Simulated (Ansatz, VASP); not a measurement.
**Two plane-wave programs on Hf**

```xyz
2
Lattice="3.1979 0.0000 0.0000 -1.5989 2.7695 0.0000 0.0000 0.0000 5.0548" Properties=species:S:1:pos:R:3 pbc="T T T"
Hf    0.0000    1.8463    1.2637
Hf    1.5989    0.9232    3.7911
```

Alike in both runs: functional r2SCAN; k mesh 15 × 15 × 8; occupations fermi-dirac, width 0.15 eV; no spin polarisation.

Ansatz relaxed the structure, and its values are those at the end. VASP's run is a single point on that final structure, the one shown.

|  | VASP | Ansatz |
| --- | --- | --- |
| version | VASP 6.6.1 | Ansatz 0.2.0 |
| potentials or method | VASP PAW PBE potentials, release 64 (Hf_pv), cutoff 520 eV | scalar-relativistic, plane waves, PAW |
| valence electrons in the cell | 20 | 52 |

Ansatz gave:

```
gap on the k mesh at the Fermi level (eV) : none
pressure (GPa)                            : 0.0
```

Task: What did VASP give for the same quantities?

Result: gap on the k mesh at the Fermi level (eV): none; pressure (GPa): -0.6.

VASP's potentials were made for PBE, not for r2SCAN. A gap of «none» marks a metal or a gap that the smearing closes. VASP's potentials hold 20 valence electrons a cell and Ansatz's 52, so a difference there can come from the potentials and not from the codes.

Neither program's run includes spin-orbit coupling.
